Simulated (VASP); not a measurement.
# BiS in VASP: a series of runs, part 2 of 2

VASP 6.6.1.

### Step 3. Single point, PBE

INCAR reads:

```
SYSTEM = BiS
PREC = Accurate
ENCUT = 520
EDIFF = 1E-6
ISMEAR = 0
SIGMA = 0.05
LREAL = .False.
LASPH = .True.
NELM = 60
ALGO = Normal
ISIF = 2
LWAVE = .False.
LCHARG = .False.
GGA = PE
NBANDS = 18
```

KPOINTS reads:

```
Automatic mesh
0
Gamma
  10 10 10
  0 0 0
```

POSCAR reads:

```
BiS
1.0
    3.5798271504      0.0000000000     -0.0178991358
    0.0000000000      3.5798271504      0.0000000000
   -0.0178991358      0.0000000000      3.5798271504
Bi S
1 1
Direct
    0.0000000000      0.0000000000      0.0000000000
    0.5000000000      0.5000000000      0.5000000000
```

Potentials or basis: VASP PAW PBE potentials, release 64 (Bi_d, S).

Command:

```sh
> cat potpaw_PBE.64/Bi_d/POTCAR potpaw_PBE.64/S/POTCAR > POTCAR
> mpirun -np 1 vasp_std > vasp.out
```

OUTCAR:

```text
SYSTEM = BiS
   PREC = Accurate
   ENCUT = 520
   EDIFF = 1E-6
   ISMEAR = 0
   LREAL = .False.
   LASPH = .True.
   NELM = 60
   ISIF = 2
   GGA = PE

 ion  position               nearest neighbor table
   1  0.000  0.000  0.000-   2 3.09   2 3.09   2 3.09   2 3.09   2 3.11   2 3.11   2 3.11   2 3.11

   2  0.500  0.500  0.500-   1 3.09   1 3.09   1 3.09   1 3.09   1 3.11   1 3.11   1 3.11   1 3.11

  LATTYP: Found a base centered orthorhombic cell.
 ALAT       =     5.0373269064
 B/A-ratio  =     1.0100502513
 C/A-ratio  =     0.7106600816

  Lattice vectors:

 A1 = (  -0.0178991358,   0.0000000000,   3.5798271504)
 A2 = (   3.5798271504,   0.0000000000,  -0.0178991358)
 A3 = (   0.0000000000,   3.5798271504,   0.0000000000)

Analysis of symmetry for initial positions (statically):
=====================================================================
 Subroutine PRICEL returns:
 Original cell was already a primitive cell.

 Routine SETGRP: Setting up the symmetry group for a
 base centered orthorhombic supercell.

 Subroutine GETGRP returns: Found  8 space group operations
 (whereof  8 operations were pure point group operations)
 out of a pool of  8 trial point group operations.

The static configuration has the point symmetry D_2h.

Analysis of symmetry for dynamics (positions and initial velocities):
=====================================================================
 Subroutine PRICEL returns:
 Original cell was already a primitive cell.

 Routine SETGRP: Setting up the symmetry group for a
 base centered orthorhombic supercell.

 Subroutine GETGRP returns: Found  8 space group operations
 (whereof  8 operations were pure point group operations)
 out of a pool of  8 trial point group operations.

The dynamic configuration has the point symmetry D_2h.

 Subroutine INISYM returns: Found  8 space group operations
 (whereof  8 operations are pure point group operations),
 and found     1 'primitive' translations

----------------------------------------------------------------------------------------

                                     Primitive cell

  volume of cell :      45.8749

  direct lattice vectors                    reciprocal lattice vectors
     3.579827150  0.000000000 -0.017899136     0.279350080  0.000000000  0.001396750
     0.000000000  3.579827150  0.000000000     0.000000000  0.279343096  0.000000000
    -0.017899136  0.000000000  3.579827150     0.001396750  0.000000000  0.279350080

  length of vectors
     3.579871898  3.579827150  3.579871898     0.279353572  0.279343096  0.279353572

  position of ions in fractional coordinates (direct lattice)
     0.000000000  0.000000000  0.000000000
     0.500000000  0.500000000  0.500000000

  ion indices of the primitive-cell ions
   primitive index   ion index
                 1           1
                 2           2

----------------------------------------------------------------------------------------

 KPOINTS: Automatic mesh

Automatic generation of k-mesh.
 Grid dimensions read from file:
 generate k-points for:   10   10   10

 Generating k-lattice:

  Cartesian coordinates                     Fractional coordinates (reciprocal lattice)
     0.027935008  0.000000000  0.000139675     0.100000000  0.000000000  0.000000000
     0.000000000  0.027934310  0.000000000     0.000000000  0.100000000  0.000000000
     0.000139675  0.000000000  0.027935008     0.000000000  0.000000000  0.100000000

  Length of vectors
     0.027935357  0.027934310  0.027935357

  Shift w.r.t. Gamma in fractional coordinates (k-lattice)
     0.000000000  0.000000000  0.000000000

 Subroutine IBZKPT returns following result:
 ===========================================

 Found    186 irreducible k-points:

 Following reciprocal coordinates:
            Coordinates               Weight
  0.000000  0.000000  0.000000      1.000000
  0.100000  0.000000  0.000000      4.000000
  0.200000  0.000000  0.000000      4.000000
  0.300000  0.000000  0.000000      4.000000
  0.400000  0.000000  0.000000      4.000000
  0.500000  0.000000  0.000000      2.000000
[... 16 lines left out ...]
  0.400000  0.300000  0.000000      8.000000
  0.500000  0.300000  0.000000      4.000000
 [... further k-points ...]
   k-points           NKPTS =    186   k-points in BZ     NKDIM =    186   number of bands    NBANDS=     18
   number of dos      NEDOS =    301   number of ions     NIONS =      2
   total plane-waves  NPLWV =  21952
   dimension x,y,z NGX =    28 NGY =   28 NGZ =   28
   dimension x,y,z NGXF=    56 NGYF=   56 NGZF=   56
   ions per type =               1   1
   NGX,Y,Z   is equivalent  to a cutoff of  13.00, 13.00, 13.00 a.u.
   NGXF,Y,Z  is equivalent  to a cutoff of  26.01, 26.01, 26.01 a.u.
 SYSTEM =  BiS
   PREC   = accura    normal or accurate (medium, high low for compatibility)
   ISTART =      0    job   : 0-new  1-cont  2-samecut
   ICHARG =      2    charge: 1-file 2-atom 10-const
   ISPIN  =      1    spin polarized calculation?
   LNONCOLLINEAR =      F non collinear calculations
   LSORBIT =      F    spin-orbit coupling
   LASPH  =      T    aspherical Exc in radial PAW
   ENCUT  =  520.0 eV  38.22 Ry    6.18 a.u.   6.66  6.66  6.66*2*pi/ulx,y,z
   NELM   =     60;   NELMIN=  2; NELMDL= -5     # of ELM steps
   EDIFF  = 0.1E-05   stopping-criterion for ELM
   LREAL  =      F    real-space projection
   EDIFFG = 0.1E-04   stopping-criterion for IOM
   NSW    =      0    number of steps for IOM
   IBRION =     -1    ionic relax: 0-MD 1-quasi-New 2-CG
   NFREE  =      0    steps in history (QN), initial steepest desc. (CG)
   ISIF   =      2    stress and relaxation
   ISYM   =      2    0-nonsym 1-usesym 2-fastsym
   POTIM  = 0.5000    time-step for ionic-motion
   TEBEG  =    0.0;   TEEND  =   0.0 temperature during run
   PSTRESS=    0.0 pullay stress
   NELECT =      21.0000    total number of electrons
   NUPDOWN=      -1.0000    fix difference up-down
   EMIN   =  10.00;   EMAX   =-10.00  energy-range for DOS
   EFERMI =   0.00;   METHOD = LEGACY
   ISMEAR =     0;   SIGMA  =   0.05  broadening in eV -4-tet -1-fermi 0-gaus
   EFERMI_NEDOS =   21; number of points for ismear=-14 and -15
   IALGO  =     38    algorithm
   IMIX   =      4    mixing-type and parameters
     AMIX     =   0.40;   BMIX     =  1.00
     AMIX_MAG =   1.60;   BMIX_MAG =  1.00
  volume/ion in A,a.u.               =      22.94       154.79
  Fermi-wavevector in a.u.,A,eV,Ry     =   1.261700  2.384268 21.658941  1.591887
  Thomas-Fermi vector in A             =   2.395146
   LORBIT       =      0    0 simple, 1 ext, 2 COOP (PROOUT), +10 PAW based schemes
   GGA     = PE    functional components
   LHFCALC =     F    Hartree Fock is set to
   AEXX    =    0.0000 exact exchange contribution
   IVDW    =     0    specifies the selected vdW correction
   LEPSILON=     F    determine dielectric tensor
   LRPA    =     F    only Hartree local field effects (RPA)
 non-spin polarized calculation
 Gauss-broadening in eV      SIGMA  =   0.05
  energy-cutoff  :      520.00
  volume of cell :       45.87
 maximum number of plane-waves:      1254
   NGX = 13   NGY = 13   NGZ = 13

 number of electron      20.9999997 magnetization

 Free energy of the ion-electron system (eV)
  ---------------------------------------------------
  ext. energy  EPLUGINS =         0.00000000
  ---------------------------------------------------
  free energy    TOTEN  =        -7.96215797 eV

  energy without entropy =       -7.96122283  energy(sigma->0) =       -7.96169040

 E-fermi :   8.3966     XC(G=0): -10.6695

 val. band max:        8.3960028113   @ k =   0.1000   0.5000   0.1000
 cond. band min:       8.4017931878   @ k =  -0.4000   0.5000   0.3000
 fundamental gap:      0.0057903765
 Fermi energy:         8.3966410052

 k-point     1 :       0.0000    0.0000    0.0000
  band No.  band energies     occupation
      1     -15.3763      2.00000
      2     -15.3756      2.00000
      3     -15.2400      2.00000
      4     -15.2389      2.00000
      5     -15.2387      2.00000
      6      -6.9427      2.00000
[... 10 lines left out ...]
     17      19.8197      0.00000
     18      19.8669      0.00000

 k-point     2 :       0.1000    0.0000    0.0000
  band No.  band energies     occupation
      1     -15.3756      2.00000
      2     -15.3654      2.00000
      3     -15.2428      2.00000
      4     -15.2422      2.00000
      5     -15.2390      2.00000
      6      -6.8405      2.00000
[... 10 lines left out ...]
     17      19.6045      0.00000
     18      19.8455      0.00000
[... 442 lines left out ...]
 k-point    24 :       0.5000    0.3000    0.0000
  band No.  band energies     occupation
      1     -15.3295      2.00000
      2     -15.3074      2.00000
      3     -15.2700      2.00000
      4     -15.2575      2.00000
      5     -15.2319      2.00000
      6      -4.4908      2.00000
[... 10 lines left out ...]
     17      17.8203      0.00000
     18      19.3211      0.00000

 [... further k-points ...]
[... 5 lines left out ...]
  --------------------------------------------------------------------------------------
  -------------------------------------------------------------------------------------
  Total       -0.0219220     -0.0241296     -0.0219220      0.0000000      0.0000000     -0.0033011
  in kB       -0.7656246     -0.8427224     -0.7656246      0.0000000      0.0000000     -0.1152909
  external PRESSURE =      -0.7913238 kB  Pullay stress =       0.0000000 kB

 VOLUME and BASIS-vectors are now :
 -----------------------------------------------------------------------------
  energy-cutoff  :      520.00
  volume of cell :       45.87
      direct lattice vectors                 reciprocal lattice vectors
     3.579827150  0.000000000 -0.017899136     0.279350080  0.000000000  0.001396750
     0.000000000  3.579827150  0.000000000     0.000000000  0.279343096  0.000000000
    -0.017899136  0.000000000  3.579827150     0.001396750  0.000000000  0.279350080

 POSITION                                       TOTAL-FORCE (eV/Angst)
 -----------------------------------------------------------------------------------
      0.00000      0.00000      0.00000        -0.000000      0.000000      0.000000
      1.78096      1.78991      1.78096         0.000000      0.000000      0.000000
 -----------------------------------------------------------------------------------
    total drift:                               -0.000000      0.000000      0.000000

  FREE ENERGIE OF THE ION-ELECTRON SYSTEM (eV)
  ---------------------------------------------------
  free  energy   TOTEN  =        -7.9621579731 eV

  energy  without entropy=       -7.9612228301  energy(sigma->0) =       -7.96169040
```

Run time: 42 s. Hardware: 1 thread of Intel Xeon 6975P-C (Granite Rapids), shared host; peak memory 0.26 GiB.

Results:

```yaml
Free_energy: -7.9622 eV
Pressure: -0.1 GPa
```

Caveat: spin-orbit coupling is left out, which moves the levels of the heavy elements.
